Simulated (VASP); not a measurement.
Os2I: single point with PBE

Crystal: Os2I.

```xyz
6
Lattice="5.6334 0.0000 0.0000 0.0000 5.6334 0.0000 0.0000 0.0000 5.6334" Properties=species:S:1:pos:R:3 pbc="T T T"
Os    1.4084    1.4084    1.4084
Os    1.4084    4.2251    4.2251
Os    4.2251    4.2251    1.4084
Os    4.2251    1.4084    4.2251
I     0.0000    0.0000    0.0000
I     2.8167    2.8167    2.8167
```

| Property | Result |
| --- | --- |
| Program | VASP 6.6.1 |
| Task | single point |
| Functional | PBE |
| Potentials or basis | VASP PAW PBE potentials, release 64 (Os, I) |
| Cutoff | 520 eV |
| k mesh | 8 × 8 × 8 |
| Occupations | gaussian, width 0.1 eV |
| Spin | no spin polarisation |
| Dipole correction | no |
| Further INCAR settings | ALGO = Normal; EDIFF = 1e-07; NBANDS = 32 |

| Quantity | Value |
| --- | --- |
| Pressure | 0.1 GPa |
| Band gap on the k mesh | zero (bands 23 and 24 overlap by 0.51 eV) |

Levels at points of the mesh, in eV from the Fermi level:
```csv
k point,band 19,band 20,band 21,band 22,band 23,band 24,band 25,band 26,band 27,band 28
"(0.00, 0.00, 0.00)",-0.50,-0.50,-0.48,-0.48,0.38,0.38,0.38,1.03,1.03,1.03
"(0.50, 0.00, 0.00)",-0.51,-0.51,-0.26,-0.26,0.04,0.04,0.41,0.41,0.69,0.69
"(0.50, 0.50, 0.00)",-0.59,-0.59,-0.12,-0.12,-0.10,-0.10,0.37,0.37,0.55,0.55
"(0.50, 0.50, 0.50)",-0.80,-0.27,-0.27,-0.27,0.30,0.30,0.63,0.68,0.68,0.68
```

Wall time 4.7 min on 1 thread of Intel Xeon 8259CL, on a shared host, peak memory 0.36 GiB.

Caveat: spin-orbit coupling is left out, which moves the levels of the heavy elements.
